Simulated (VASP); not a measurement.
Set up this calculation in VASP 6.6.1, as the native input.

- Task: single point
- Functional: LDA
- Potentials or basis: VASP PAW LDA potentials, release 64 (Ni, Al)
- Cutoff: 520 eV
- k mesh: 10 × 10 × 9
- Occupations: fermi-dirac, width 0.05 eV
- Spin: collinear spin, ferromagnetic start
- Starting moments: [1.0, 0.0] μB
- Dipole correction: no
- Further INCAR settings: ALGO = Fast; EDIFF = 1e-06; NBANDS = 18

The structure of AlNi lies in POSCAR:

```
AlNi
1.0
    1.9515334073     -1.9661255611      0.0000000000
    1.9515334073      1.9661255611      0.0000000000
    0.0000000000      0.0000000000      3.1199566663
Ni Al
1 1
Direct
    0.5000000000      0.5000000000      0.5000000000
    0.0000000000      0.0000000000      0.0000000000
```

One way to write it, as run:

INCAR

```
SYSTEM = AlNi
PREC     = Accurate       ! precision mode
ENCUT    = 520            ! plane-wave cutoff, eV
EDIFF    = 1E-6           ! SCF threshold, eV
ISMEAR   = -1             ! smearing method
SIGMA    = 0.05           ! smearing width, eV
LREAL    = .False.        ! projectors in reciprocal space
LASPH    = .True.         ! aspherical terms in the spheres
NELM     = 150            ! most SCF steps
ALGO     = Fast           ! electronic algorithm
ISIF     = 2              ! what is computed and relaxed
LWAVE    = .False.        ! write WAVECAR
LCHARG   = .True.         ! write CHGCAR
ISPIN    = 2              ! spin polarisation
MAGMOM   = 1 0            ! initial moments
LORBIT   = 11             ! projections on sites
LMAXMIX  = 4              ! l up to which the mixer works
LELF     = .True.         ! ELF
LVHAR    = .True.       
NBANDS   = 18             ! bands
```

KPOINTS

```
Automatic mesh
0
Gamma
  10 10 9
  0 0 0
```

Potentials or basis: VASP PAW LDA potentials, release 64 (Ni, Al).

Command:

```sh
$ cat potpaw_LDA.64/Ni/POTCAR potpaw_LDA.64/Al/POTCAR > POTCAR
$ mpirun -np 1 vasp_std > vasp.out
```

It gave:

| Property | Result |
| --- | --- |
| Pressure | -7.6 GPa |
| Net moment | 0.00 μB per cell |
| Valence electrons inside the program's atomic spheres | Ni 9.49; Al 0.81 |

Caveat: the stress differs along the axes, from -12 to -5 GPa; the moments typed at the start vanished in this run.

Wall time 2.6 min on 1 thread of Intel Xeon 8259CL, on a shared host, peak memory 0.21 GiB.
